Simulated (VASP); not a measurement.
Runs of VASP 6.6.1 on InSe. The structure is that of space group R3m (No. 160), or close to it. The cells are those of the table. 

```tsv
cell	gap on the mesh (eV)	pressure (GPa)	largest force (eV/Å)
a = 8.448 Å, angles 26.4°, 4 atoms	0.63	7.2	1.04
a = 8.677 Å, angles 26.4°, 4 atoms	0.40	(d)	0.43
a = 8.602 Å, angles 26.4°, 4 atoms	0.47	3.2	0.54
a = 8.964 Å, angles 26.4°, 4 atoms	(c)	(b)	(a)
```

Alike in all rows: task single point; level PBEsol; potentials or basis VASP PAW PBE potentials, release 64 (In_d, Se); no spin polarisation; k mesh 6 × 6 × 6; cutoff (eV) 520; smearing gaussian 0.01 eV.

Estimate the missing entries.

(a) 0.41; (b) -2.9; (c) 0.17; (d) 1.6.

Caveats: the PAW data sets were made with another functional, which shifts forces and pressure a little; spin-orbit coupling is left out, which moves the levels of the heavy elements.

A k mesh can miss the band edges, and the runs leave out spin-orbit coupling on In, Se.
